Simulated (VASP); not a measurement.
# ZnCu2SnS4 (I-4) in VASP: a series of runs

Aim: see how the results for ZnCu2SnS4 move with the level of theory and the settings. Levels: PBEsol, PBE. Tasks: single point.

All numbers are computed with VASP 6.6.1; they aren't measurements. Logs are shortened: lines on timing, memory, paths and dates and some standing lists are left out, and cuts for length are marked.

### 1 The cell of the first run

Symmetry: I-4, No. 82, tetragonal system. Conventional cell: a = 5.541 Å, b = 5.541 Å, c = 11.062 Å, α = 90.00°, β = 90.00°, γ = 90.00°. Sn (site symmetry -4) has 4 S at 2.46 Å within 3.2 Å. Zn (site symmetry -4) has 4 S at 2.38 Å within 3.1 Å. Cu (site symmetry -4) has 4 S at 2.38 Å within 3.1 Å. Within 3.1 Å of Cu (site symmetry -4) lie 4 S at 2.38 Å. Within 3.1 Å of S (site symmetry 1) lie 1 Zn at 2.38 Å and 2 Cu at 2.38 Å and 1 Sn at 2.46 Å.

### 2 Single point, PBEsol (21.23 Å³/atom)

The input, INCAR:

```
SYSTEM = ZnCu2SnS4
PREC = Accurate ; ENCUT = 520
EDIFF = 1E-6 ; ISMEAR = -1
SIGMA = 0.05 ; LREAL = .False.
LASPH = .True. ; NELM = 80
ALGO = Normal ; ISIF = 2
LWAVE = .False. ; LCHARG = .True.
GGA = PS ; LELF = .True.
LVHAR = .True. ; NBANDS = 46
```

The input, KPOINTS:

```
Automatic mesh
0
Gamma
  7 7 7
  0 0 0
```

The input, POSCAR:

```
ZnCu2SnS4
1.0
   -2.7703899998      2.7703899998      5.5311956391
    2.7703899998     -2.7703899998      5.5311956391
    2.7703899998      2.7703899998     -5.5311956391
Sn Zn Cu S
1 1 2 4
Direct
    0.5000000000      0.5000000000      0.0000000000
    0.2500000000      0.7500000000      0.5000000000
    0.7500000000      0.2500000000      0.5000000000
    0.0000000000      0.0000000000      0.0000000000
    0.6279900000      0.6283900000      0.5128000000
    0.8848100000      0.3720100000      0.0004000000
    0.1155900000      0.1151900000      0.4872000000
    0.3716100000      0.8844100000      0.9996000000
```

Potentials or basis: VASP PAW PBE potentials, release 64 (Sn_d, Zn, Cu, S).

The run is started by

```console
$ cat potpaw_PBE.64/Sn_d/POTCAR potpaw_PBE.64/Zn/POTCAR potpaw_PBE.64/Cu/POTCAR potpaw_PBE.64/S/POTCAR > POTCAR
$ mpirun -np 1 vasp_std > vasp.out
```

OUTCAR:

```text
SYSTEM = ZnCu2SnS4
   PREC = Accurate
   ENCUT = 520
   EDIFF = 1E-6
   ISMEAR = -1
   LREAL = .False.
   LASPH = .True.
   NELM = 80
   ISIF = 2
   GGA = PS

 ion  position               nearest neighbor table
   1  0.500  0.500  0.000-   5 2.46   6 2.46   8 2.46   7 2.46
   2  0.250  0.750  0.500-   5 2.38   7 2.38   6 2.38   8 2.38
   3  0.750  0.250  0.500-   6 2.38   7 2.38   8 2.38   5 2.38
   4  0.000  0.000  0.000-   8 2.38   5 2.38   7 2.38   6 2.38
   5  0.628  0.628  0.513-   2 2.38   4 2.38   3 2.38   1 2.46
   6  0.885  0.372  0.000-   2 2.38   4 2.38   3 2.38   1 2.46
   7  0.116  0.115  0.487-   2 2.38   4 2.38   3 2.38   1 2.46
   8  0.372  0.884  1.000-   2 2.38   4 2.38   3 2.38   1 2.46

  LATTYP: Found a body centered tetragonal cell.
 ALAT       =     5.5407799996
 C/A-ratio  =     1.9965404291

  Lattice vectors:

 A1 = (  -2.7703899998,   2.7703899998,   5.5311956391)
 A2 = (   2.7703899998,  -2.7703899998,   5.5311956391)
 A3 = (   2.7703899998,   2.7703899998,  -5.5311956391)

Analysis of symmetry for initial positions (statically):
=====================================================================
 Subroutine PRICEL returns:
 Original cell was already a primitive cell.

 Routine SETGRP: Setting up the symmetry group for a
 body centered tetragonal supercell.

 Subroutine GETGRP returns: Found  4 space group operations
 (whereof  4 operations were pure point group operations)
 out of a pool of 16 trial point group operations.

The static configuration has the point symmetry S_4 .

Analysis of symmetry for dynamics (positions and initial velocities):
=====================================================================
 Subroutine PRICEL returns:
 Original cell was already a primitive cell.

 Routine SETGRP: Setting up the symmetry group for a
 body centered tetragonal supercell.

 Subroutine GETGRP returns: Found  4 space group operations
 (whereof  4 operations were pure point group operations)
 out of a pool of 16 trial point group operations.

The dynamic configuration has the point symmetry S_4 .

 Subroutine INISYM returns: Found  4 space group operations
 (whereof  4 operations are pure point group operations),
 and found     1 'primitive' translations

----------------------------------------------------------------------------------------

                                     Primitive cell

  volume of cell :     169.8091

  direct lattice vectors                    reciprocal lattice vectors
    -2.770390000  2.770390000  5.531195639     0.000000000  0.180480005  0.090396369
     2.770390000 -2.770390000  5.531195639     0.180480005  0.000000000  0.090396369
     2.770390000  2.770390000 -5.531195639     0.180480005  0.180480005  0.000000000

  length of vectors
     6.778218549  6.778218549  6.778218549     0.201852757  0.201852757  0.255237270

  position of ions in fractional coordinates (direct lattice)
     0.500000000  0.500000000  0.000000000
     0.250000000  0.750000000  0.500000000
     0.750000000  0.250000000  0.500000000
     0.000000000  0.000000000  0.000000000
     0.627990000  0.628390000  0.512800000
     0.884810000  0.372010000  0.000400000
     0.115590000  0.115190000  0.487200000
     0.371610000  0.884410000  0.999600000

  ion indices of the primitive-cell ions
   primitive index   ion index
                 1           1
                 2           2
                 3           3
                 4           4
                 5           5
                 6           6
                 7           7
                 8           8

----------------------------------------------------------------------------------------

 KPOINTS: Automatic mesh

Automatic generation of k-mesh.
 Grid dimensions read from file:
 generate k-points for:    7    7    7

 Generating k-lattice:

  Cartesian coordinates                     Fractional coordinates (reciprocal lattice)
     0.000000000  0.025782858  0.012913767     0.142857143 -0.000000000  0.000000000
     0.025782858  0.000000000  0.012913767    -0.000000000  0.142857143  0.000000000
     0.025782858  0.025782858  0.000000000     0.000000000  0.000000000  0.142857143

  Length of vectors
     0.028836108  0.028836108  0.036462467

  Shift w.r.t. Gamma in fractional coordinates (k-lattice)
     0.000000000  0.000000000  0.000000000

 Subroutine IBZKPT returns following result:
 ===========================================

 Found     52 irreducible k-points:

 Following reciprocal coordinates:
            Coordinates               Weight
  0.000000  0.000000  0.000000      1.000000
  0.142857 -0.000000  0.000000      8.000000
  0.285714  0.000000  0.000000      8.000000
  0.428571 -0.000000  0.000000      8.000000
  0.142857  0.142857  0.000000      8.000000
  0.285714  0.142857  0.000000      8.000000
[... 16 lines left out ...]
  0.142857  0.142857  0.142857      8.000000
  0.285714  0.142857  0.142857      8.000000
 [... further k-points ...]
   k-points           NKPTS =     52   k-points in BZ     NKDIM =     52   number of bands    NBANDS=     46
   number of dos      NEDOS =    301   number of ions     NIONS =      8
   total plane-waves  NPLWV = 125000
   dimension x,y,z NGX =    50 NGY =   50 NGZ =   50
   dimension x,y,z NGXF=   100 NGYF=  100 NGZF=  100
   ions per type =               1   1   2   4
   NGX,Y,Z   is equivalent  to a cutoff of  12.26, 12.26, 12.26 a.u.
   NGXF,Y,Z  is equivalent  to a cutoff of  24.53, 24.53, 24.53 a.u.
 SYSTEM =  ZnCu2SnS4
   PREC   = accura    normal or accurate (medium, high low for compatibility)
   ISTART =      0    job   : 0-new  1-cont  2-samecut
   ICHARG =      2    charge: 1-file 2-atom 10-const
   ISPIN  =      1    spin polarized calculation?
   LNONCOLLINEAR =      F non collinear calculations
   LSORBIT =      F    spin-orbit coupling
   LASPH  =      T    aspherical Exc in radial PAW
   ENCUT  =  520.0 eV  38.22 Ry    6.18 a.u.  12.60 12.60 12.60*2*pi/ulx,y,z
   NELM   =     80;   NELMIN=  2; NELMDL= -5     # of ELM steps
   EDIFF  = 0.1E-05   stopping-criterion for ELM
   LREAL  =      F    real-space projection
   EDIFFG = 0.1E-04   stopping-criterion for IOM
   NSW    =      0    number of steps for IOM
   IBRION =     -1    ionic relax: 0-MD 1-quasi-New 2-CG
   NFREE  =      0    steps in history (QN), initial steepest desc. (CG)
   ISIF   =      2    stress and relaxation
   ISYM   =      2    0-nonsym 1-usesym 2-fastsym
   POTIM  = 0.5000    time-step for ionic-motion
   TEBEG  =    0.0;   TEEND  =   0.0 temperature during run
   PSTRESS=    0.0 pullay stress
   NELECT =      72.0000    total number of electrons
   NUPDOWN=      -1.0000    fix difference up-down
   EMIN   =  10.00;   EMAX   =-10.00  energy-range for DOS
   EFERMI =   0.00;   METHOD = LEGACY
   ISMEAR =    -1;   SIGMA  =   0.05  broadening in eV -4-tet -1-fermi 0-gaus
   EFERMI_NEDOS =   21; number of points for ismear=-14 and -15
   IALGO  =     38    algorithm
   IMIX   =      4    mixing-type and parameters
     AMIX     =   0.40;   BMIX     =  1.00
     AMIX_MAG =   1.60;   BMIX_MAG =  1.00
  volume/ion in A,a.u.               =      21.23       143.24
  Fermi-wavevector in a.u.,A,eV,Ry     =   1.229887  2.324150 20.580489  1.512623
  Thomas-Fermi vector in A             =   2.364757
   LORBIT       =      0    0 simple, 1 ext, 2 COOP (PROOUT), +10 PAW based schemes
   GGA     = PS    functional components
   LHFCALC =     F    Hartree Fock is set to
   AEXX    =    0.0000 exact exchange contribution
   IVDW    =     0    specifies the selected vdW correction
   LEPSILON=     F    determine dielectric tensor
   LRPA    =     F    only Hartree local field effects (RPA)
 non-spin polarized calculation
  energy-cutoff  :      520.00
  volume of cell :      169.81
 maximum number of plane-waves:      4591
   NGX = 25   NGY = 25   NGZ = 25

 number of electron      72.0000020 magnetization

 Free energy of the ion-electron system (eV)
  ---------------------------------------------------
  ext. energy  EPLUGINS =         0.00000000
  ---------------------------------------------------
  free energy    TOTEN  =       -35.51141630 eV

  energy without entropy =      -35.51017792  energy(sigma->0) =      -35.51079711

 E-fermi :   4.2219     XC(G=0):  -9.7257

 val. band max:        4.1750589628   @ k =   0.0000   0.0000   0.0000
 cond. band min:       4.7809062875   @ k =  -0.1429  -0.1429   0.1429
 fundamental gap:      0.6058473247
 Fermi energy:         4.2218726137

 k-point     1 :       0.0000    0.0000    0.0000
  band No.  band energies     occupation
      1     -17.9530      2.00000
      2     -17.9487      2.00000
      3     -17.9487      2.00000
      4     -17.8775      2.00000
      5     -17.8700      2.00000
      6     -10.0254      2.00000
[... 38 lines left out ...]
     45       9.2699      0.00000
     46       9.4576      0.00000

 k-point     2 :       0.1429   -0.0000    0.0000
  band No.  band energies     occupation
      1     -17.9530      2.00000
      2     -17.9488      2.00000
      3     -17.9487      2.00000
      4     -17.8774      2.00000
      5     -17.8700      2.00000
      6      -9.9638      2.00000
[... 38 lines left out ...]
     45       9.3780      0.00000
     46       9.5059      0.00000

 k-point     3 :       0.2857    0.0000    0.0000
  band No.  band energies     occupation
      1     -17.9532      2.00000
      2     -17.9489      2.00000
      3     -17.9487      2.00000
      4     -17.8772      2.00000
      5     -17.8699      2.00000
      6      -9.7926      2.00000
[... 38 lines left out ...]
     45       9.6602      0.00000
     46       9.7397      0.00000

 k-point     4 :       0.4286   -0.0000    0.0000
  band No.  band energies     occupation
      1     -17.9533      2.00000
      2     -17.9490      2.00000
      3     -17.9487      2.00000
      4     -17.8771      2.00000
      5     -17.8698      2.00000
      6      -9.5753      2.00000
[... 920 lines left out ...]
     45       9.8741      0.00000
     46       9.9842      0.00000

 k-point    23 :       0.1429    0.1429    0.1429
  band No.  band energies     occupation
      1     -17.9534      2.00000
      2     -17.9490      2.00000
      3     -17.9489      2.00000
      4     -17.8769      2.00000
      5     -17.8698      2.00000
      6      -9.6383      2.00000
[... 38 lines left out ...]
     45       9.7234      0.00000
     46       9.9179      0.00000

 k-point    24 :       0.2857    0.1429    0.1429
  band No.  band energies     occupation
      1     -17.9536      2.00000
      2     -17.9491      2.00000
      3     -17.9489      2.00000
      4     -17.8768      2.00000
      5     -17.8697      2.00000
      6      -9.4693      2.00000
[... 38 lines left out ...]
     45       9.9659      0.00000
     46      10.1083      0.00000

 [... further k-points ...]

------------------------ aborting loop because EDIFF is reached ----------------------------------------

  FORCE on cell =-STRESS in cart. coord.  units (eV):
  Direction    XX          YY          ZZ          XY          YZ          ZX
  --------------------------------------------------------------------------------------
  -------------------------------------------------------------------------------------
  Total       -5.4698642     -5.4698642     -5.5777090     -0.0000000      0.0000000      0.0000000
  in kB      -51.6091012    -51.6091012    -52.6266352     -0.0000000      0.0000000      0.0000000
  external PRESSURE =     -51.9482792 kB  Pullay stress =       0.0000000 kB

 VOLUME and BASIS-vectors are now :
 -----------------------------------------------------------------------------
  energy-cutoff  :      520.00
  volume of cell :      169.81
      direct lattice vectors                 reciprocal lattice vectors
    -2.770390000  2.770390000  5.531195639     0.000000000  0.180480005  0.090396369
     2.770390000 -2.770390000  5.531195639     0.180480005  0.000000000  0.090396369
     2.770390000  2.770390000 -5.531195639     0.180480005  0.180480005  0.000000000

 POSITION                                       TOTAL-FORCE (eV/Angst)
 -----------------------------------------------------------------------------------
      0.00000      0.00000      5.53120        -0.000000      0.000000      0.000000
      2.77039     -0.00000      2.76560        -0.000000      0.000000      0.000000
     -0.00000      2.77039      2.76560        -0.000000      0.000000     -0.000000
      0.00000      0.00000      0.00000        -0.000000      0.000000     -0.000000
      1.42176      1.41955      4.11289         0.065247      0.411452     -0.110629
     -1.41955      1.42176      6.94950        -0.411452      0.065247      0.110629
      1.34863      1.35084     -1.41831        -0.065247     -0.411452     -0.110629
      4.18994      1.34863      1.41831         0.411452     -0.065247      0.110629
 -----------------------------------------------------------------------------------
    total drift:                               -0.000005     -0.000005      0.000000

  FREE ENERGIE OF THE ION-ELECTRON SYSTEM (eV)
  ---------------------------------------------------
  free  energy   TOTEN  =       -35.5114163015 eV

  energy  without entropy=      -35.5101779226  energy(sigma->0) =      -35.51079711
```

Wall time 5.2 min (1 thread of Intel Xeon 6975P-C (Granite Rapids), shared host); peak memory 0.61 GiB.

What came out:

```
Free energy   : -35.5114 eV
Pressure      : -5.2 GPa
Largest force : 0.431 eV/Å
```

Forces in eV/Å, atoms in the order of the input:
```
Sn   0.000  0.000  0.000
Zn   0.000  0.000  0.000
Cu   0.000  0.000  0.000
Cu   0.000  0.000  0.000
S    0.065  0.411 -0.111
S   -0.411  0.065  0.111
S   -0.065 -0.411 -0.111
S    0.411 -0.065  0.111
```

Levels at points of the mesh, in eV from the Fermi level:
| k point | band 34 | band 35 | band 36 | band 37 | band 38 | band 39 |
| --- | --- | --- | --- | --- | --- | --- |
| (0.00, 0.00, 0.00) | -0.18 | -0.18 | -0.10 | -0.05 | 1.91 | 2.64 |

Caveat: the cell stands under tension; the PAW data sets were made with another functional, which shifts forces and pressure a little; spin-orbit coupling is left out, which moves the levels of the heavy elements.

### 3 Single point, PBEsol (18.82 Å³/atom)

This run uses another cell than the first one, of 18.82 Å³/atom.

The input, INCAR:

```
  PREC = Accurate
  ENCUT = 520
  EDIFF = 1E-6
  ISMEAR = -1
  SIGMA = 0.05
  LREAL = F
  LASPH = T
  NELM = 100
  ALGO = Normal
  ISIF = 2
  LWAVE = F
  LCHARG = F
  GGA = PS
  NBANDS = 46
```

The input, KPOINTS:

```
Automatic mesh
0
Gamma
  7 7 7
```

POSCAR, as its differences from that of step 2:

```diff
@@ -2,5 +2,5 @@
 1.0
-   -2.7703899998      2.7703899998      5.5311956391
-    2.7703899998     -2.7703899998      5.5311956391
-    2.7703899998      2.7703899998     -5.5311956391
+   -2.6616334160      2.6616334160      5.3140587226
+    2.6616334160     -2.6616334160      5.3140587226
+    2.6616334160      2.6616334160     -5.3140587226
 Sn Zn Cu S
```

Potentials or basis: VASP PAW PBE potentials, release 64 (Sn_d, Zn, Cu, S).

The run is started by

```console
$ cat potpaw_PBE.64/Sn_d/POTCAR potpaw_PBE.64/Zn/POTCAR potpaw_PBE.64/Cu/POTCAR potpaw_PBE.64/S/POTCAR > POTCAR
$ mpirun -np 1 vasp_std > vasp.out
```

Wall time 4.1 min (1 thread of Intel Xeon 6975P-C (Granite Rapids), shared host); peak memory 0.55 GiB.

It converged, with:

```yaml
Free_energy: -35.6582 eV
Pressure: 3.7 GPa
Largest_force: 0.881 eV/Å
Band_gap_on_the_k_mesh: 0.50 eV
```

Forces on the atoms (eV/Å):
```
Sn   0.000  0.000  0.000
Zn   0.000  0.000  0.000
Cu   0.000  0.000  0.000
Cu   0.000  0.000  0.000
S    0.275  0.772 -0.322
S   -0.772  0.275  0.322
S   -0.275 -0.772 -0.322
S    0.772 -0.275  0.322
```

Stress tensor (GPa, compression positive):
```
3.72 0.00 0.00
0.00 3.72 0.00
0.00 0.00 3.63
```

Levels at points of the mesh, in eV from the valence-band top:
```csv
k point,band 33,band 34,band 35,band 36,band 37,band 38,band 39,band 40
"(0.00, 0.00, 0.00)",-1.58,-0.08,-0.08,0.00,0.50,1.89,2.95,3.85
```

Caveat: the cell stands under pressure; the PAW data sets were made with another functional, which shifts forces and pressure a little; spin-orbit coupling is left out, which moves the levels of the heavy elements.

### 4 Single point, PBE

This run uses another cell than the first one, of 20.02 Å³/atom.

INCAR, as its differences from that of step 3:

```diff
@@ -11,4 +11,6 @@
   LWAVE = F
-  LCHARG = F
-  GGA = PS
+  LCHARG = T
+  GGA = PE
+  LELF = T
+  LVHAR = T
   NBANDS = 46
```

The input, KPOINTS:

```
regular mesh
0
Gamma
  7 7 7
```

POSCAR, as its differences from that of step 3:

```diff
@@ -2,5 +2,5 @@
 1.0
-   -2.6616334160      2.6616334160      5.3140587226
-    2.6616334160     -2.6616334160      5.3140587226
-    2.6616334160      2.6616334160     -5.3140587226
+   -2.7171000000      2.7171000000      5.4248000000
+    2.7171000000     -2.7171000000      5.4248000000
+    2.7171000000      2.7171000000     -5.4248000000
 Sn Zn Cu S
```

The run is started by

```console
$ cat potpaw_PBE.64/Sn_d/POTCAR potpaw_PBE.64/Zn/POTCAR potpaw_PBE.64/Cu/POTCAR potpaw_PBE.64/S/POTCAR > POTCAR
$ mpirun -np 1 vasp_std > vasp.out
```

Wall time 7.3 min (1 thread of Intel Xeon Platinum 8488C (Sapphire Rapids), shared host); peak memory 0.6 GiB.

The run converged. Its results:

```yaml
Free_energy: -32.5171 eV
Pressure: 2.1 GPa
Largest_force: 0.579 eV/Å
Band_gap_on_the_k_mesh: 0.32 eV
```

Forces in eV/Å, atoms in the order of the input:
```
Sn   0.000  0.000  0.000
Zn   0.000  0.000  0.000
Cu   0.000  0.000  0.000
Cu   0.000  0.000  0.000
S    0.140  0.531 -0.184
S   -0.531  0.140  0.184
S   -0.140 -0.531 -0.184
S    0.531 -0.140  0.184
```

Stress tensor (GPa, compression positive):
```
2.15 0.00 0.00
0.00 2.15 0.00
0.00 0.00 2.04
```

Levels at points of the mesh, in eV from the valence-band top:
```tsv
k point	band 33	band 34	band 35	band 36	band 37	band 38	band 39	band 40
(0.00, 0.00, 0.00)	-1.36	-0.08	-0.08	0.00	0.32	2.05	2.92	3.82
```

Caveat: spin-orbit coupling is left out, which moves the levels of the heavy elements.

### 5 Overview

```tsv
level	cell	gap on the mesh (eV)	pressure (GPa)	largest force (eV/Å)
PBEsol	a = 6.778 Å, angles 131.8, 131.8, 70.6°, 8 atoms	-	-5.2	0.43
PBEsol	a = 6.512 Å, angles 131.8, 131.8, 70.6°, 8 atoms	0.50	3.7	0.88
PBE	a = 6.648 Å, angles 131.8, 131.8, 70.6°, 8 atoms	0.32	2.1	0.58
```

Alike in all rows: task single point; potentials or basis VASP PAW PBE potentials, release 64 (Sn_d, Zn, Cu, S); no spin polarisation; k mesh 7 × 7 × 7; cutoff (eV) 520; smearing fermi-dirac 0.05 eV.

Caveats: spin-orbit coupling is left out, which moves the levels of the heavy elements; the PAW data sets were made with another functional, which shifts forces and pressure a little (at least some runs); the cell stands under tension (at least some runs); the cell stands under pressure (at least some runs).

Total energies depend on the potentials used, so only differences within one code and one set of settings carry meaning.
